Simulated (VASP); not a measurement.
# O (Fmmm) in VASP: a series of runs, part 2 of 2

VASP 6.6.1. The steps go on from the part before.

### Step 3. Electric field gradients, PBE

Input file INCAR:

```
SYSTEM = O
PREC = Accurate
ENCUT = 520
EDIFF = 1E-8
ISMEAR = -1
SIGMA = 0.03
LREAL = .False.
LASPH = .True.
NELM = 100
ALGO = Normal
ISIF = 2
LWAVE = .False.
LCHARG = .False.
GGA = PE
LEFG = .True.
NBANDS = 13
```

Input file KPOINTS:

```
regular mesh
0
Gamma
  17 17 17
  0 0 0
```

Input file POSCAR:

```
O
1.0
    0.0000000000      2.1075500000      3.3448500000
    1.4783500000      0.0000000000      3.3448500000
    1.4783500000      2.1075500000      0.0000000000
O
2
Direct
    0.0871000000      0.0871000000      0.9129000000
    0.9129000000      0.9129000000      0.0871000000
```

Potentials or basis: VASP PAW PBE potentials, release 64 (O).

On the command line:

```sh
> cat potpaw_PBE.64/O/POTCAR > POTCAR
> mpirun -np 1 vasp_std > vasp.out
```

OUTCAR:

```text
SYSTEM = O
   PREC = Accurate
   ENCUT = 520
   EDIFF = 1E-8
   ISMEAR = -1
   LREAL = .False.
   LASPH = .True.
   NELM = 100
   ISIF = 2
   GGA = PE

 ion  position               nearest neighbor table
   1  0.087  0.087  0.913-   2 1.17
   2  0.913  0.913  0.087-   1 1.17

  LATTYP: Found a face centered orthorhombic cell.
 ALAT       =     2.9567000000
 B/A-ratio  =     1.4256096324
 C/A-ratio  =     2.2625562282

  Lattice vectors:

 A1 = (   0.0000000000,   2.1075500000,   3.3448500000)
 A2 = (   1.4783500000,   0.0000000000,   3.3448500000)
 A3 = (   1.4783500000,   2.1075500000,   0.0000000000)

Analysis of symmetry for initial positions (statically):
=====================================================================
 Subroutine PRICEL returns:
 Original cell was already a primitive cell.

 Routine SETGRP: Setting up the symmetry group for a
 face centered orthorhombic supercell.

 Subroutine GETGRP returns: Found  8 space group operations
 (whereof  8 operations were pure point group operations)
 out of a pool of  8 trial point group operations.

The static configuration has the point symmetry D_2h.

Analysis of symmetry for dynamics (positions and initial velocities):
=====================================================================
 Subroutine PRICEL returns:
 Original cell was already a primitive cell.

 Routine SETGRP: Setting up the symmetry group for a
 face centered orthorhombic supercell.

 Subroutine GETGRP returns: Found  8 space group operations
 (whereof  8 operations were pure point group operations)
 out of a pool of  8 trial point group operations.

The dynamic configuration has the point symmetry D_2h.

[... 164 lines left out ...]
     10      16.9029      0.00000
     11      21.2640      0.00000
     12      22.2349      0.00000
     13      26.5839      0.00000
[... 354 lines left out ...]
  band No.  band energies     occupation
      1     -27.2675      2.00000
      2     -12.4513      2.00000
      3      -8.0922      2.00000
      4      -5.6707      2.00000
      5      -5.0362      2.00000
      6       1.4984      0.49970
      7       2.4043      0.00000
      8      11.8649      0.00000
      9      13.6506      0.00000
     10      17.1837      0.00000
     11      20.7099      0.00000
     12      21.8573      0.00000
     13      24.0809      0.00000

 [... further k-points ...]
[... 5 lines left out ...]
  --------------------------------------------------------------------------------------
  -------------------------------------------------------------------------------------
  Total       -0.1706531     -0.8010646      8.0563583     -0.0000000      0.0000000      0.0000000
  in kB      -13.1178604    -61.5766894    619.2807244     -0.0000000      0.0000000      0.0000000
  external PRESSURE =     181.5287249 kB  Pullay stress =       0.0000000 kB

 VOLUME and BASIS-vectors are now :
 -----------------------------------------------------------------------------
  energy-cutoff  :      520.00
  volume of cell :       20.84
      direct lattice vectors                 reciprocal lattice vectors
     0.000000000  2.107550000  3.344850000    -0.338214902  0.237242296  0.149483534
     1.478350000  0.000000000  3.344850000     0.338214902 -0.237242296  0.149483534
     1.478350000  2.107550000  0.000000000     0.338214902  0.237242296 -0.149483534

 POSITION                                       TOTAL-FORCE (eV/Angst)
 -----------------------------------------------------------------------------------
      1.47835      2.10755      0.58267         0.000000      0.000000      5.748652
      1.47835      2.10755      6.10703         0.000000      0.000000     -5.748652
 -----------------------------------------------------------------------------------
    total drift:                                0.000000      0.000000      0.000000

  FREE ENERGIE OF THE ION-ELECTRON SYSTEM (eV)
  ---------------------------------------------------
  free  energy   TOTEN  =        -9.3138012504 eV

  energy  without entropy=       -9.3097371359  energy(sigma->0) =       -9.31176919

 Electric field gradients (V/A^2)
---------------------------------------------------------------------
 ion       V_xx      V_yy      V_zz      V_xy      V_xz      V_yz
---------------------------------------------------------------------
   1     -63.365   -50.104   113.469    -0.000     0.003     0.002
   2     -63.365   -50.104   113.469    -0.000     0.003     0.002
---------------------------------------------------------------------

 Electric field gradients after diagonalization (V/A^2)
 (convention: |V_zz| > |V_xx| > |V_yy|)
----------------------------------------------------------------------
 ion       V_xx      V_yy      V_zz     asymmetry (V_yy - V_xx)/ V_zz
----------------------------------------------------------------------
   1     -63.365   -50.104   113.469       0.117
   2     -63.365   -50.104   113.469       0.117
----------------------------------------------------------------------

           NMR quadrupolar parameters

 Cq : quadrupolar parameter    Cq=e*Q*V_zz/h
 eta: asymmetry parameters     (V_yy - V_xx)/ V_zz
 Q  : nuclear electric quadrupole moment in mb (millibarn)
----------------------------------------------------------------------
 ion       Cq(MHz)       eta       Q (mb)
----------------------------------------------------------------------
   1       0.274       0.117       1.000
   2       0.274       0.117       1.000
----------------------------------------------------------------------
```

OSZICAR:

```text
N       E                     dE             d eps       ncg     rms          rms(c)
DAV:   1     0.367046513391E+02    0.36705E+02   -0.65218E+03 19380   0.866E+02
DAV:   2    -0.844666699736E+01   -0.45151E+02   -0.43492E+02 24159   0.188E+02
DAV:   3    -0.965937741407E+01   -0.12127E+01   -0.12007E+01 21250   0.276E+01
DAV:   4    -0.966253669515E+01   -0.31593E-02   -0.31592E-02 21829   0.170E+00
DAV:   5    -0.966254787236E+01   -0.11177E-04   -0.11177E-04 21430   0.928E-02    0.472E+00
DAV:   6    -0.937442305596E+01    0.28812E+00   -0.25772E-01 21324   0.466E+00    0.246E+00
DAV:   7    -0.931117728477E+01    0.63246E-01   -0.23058E-01 22244   0.428E+00    0.505E-01
DAV:   8    -0.931375860404E+01   -0.25813E-02   -0.14971E-02 19574   0.107E+00    0.835E-02
DAV:   9    -0.931379494281E+01   -0.36339E-04   -0.22759E-04 22639   0.136E-01    0.298E-02
DAV:  10    -0.931380349075E+01   -0.85479E-05   -0.27209E-05 19599   0.528E-02    0.668E-03
DAV:  11    -0.931380218902E+01    0.13017E-05   -0.43867E-06 20709   0.187E-02    0.445E-03
DAV:  12    -0.931380138411E+01    0.80492E-06   -0.61597E-07 21284   0.730E-03    0.790E-04
DAV:  13    -0.931380123566E+01    0.14845E-06   -0.69000E-08 19679   0.237E-03    0.177E-04
DAV:  14    -0.931380125722E+01   -0.21566E-07   -0.63504E-10 12532   0.251E-04    0.478E-05
DAV:  15    -0.931380125041E+01    0.68113E-08   -0.12118E-10  9932   0.116E-04
   1 F= -.93138013E+01 E0= -.93117692E+01  d E =-.406411E-02
```

Wall time 2.1 min (1 thread of Intel Xeon Platinum 8488C (Sapphire Rapids), shared host); peak memory 0.26 GiB.

What came out:

* Free energy: -9.3138 eV
* Pressure: 18.2 GPa
* Largest force: 5.749 eV/Å
* Band gap on the k mesh: zero (band 6 reaches 2.57 eV, above the bottom of band 7 at 0.81 eV)

Forces in eV/Å, atoms in the order of the input:
```
O    0.000  0.000  5.749
O    0.000  0.000 -5.749
```

Electric field gradients, principal values (V/Å²):
| atom | least | middle | greatest (by size) |
| --- | --- | --- | --- |
| 1 O | -50.104 | -63.365 | 113.469 |
| 2 O | -50.104 | -63.365 | 113.469 |

Caveat: the standard files for N, O and F lose accuracy on very short bonds; spin is off for a triplet molecule; without QUAD_EFG the Cq values of the log hold for a quadrupole moment of 1 mb, not for the nuclei; forces of over 1 eV/Å act on the atoms, so gaps and moduli don't describe the material at rest.
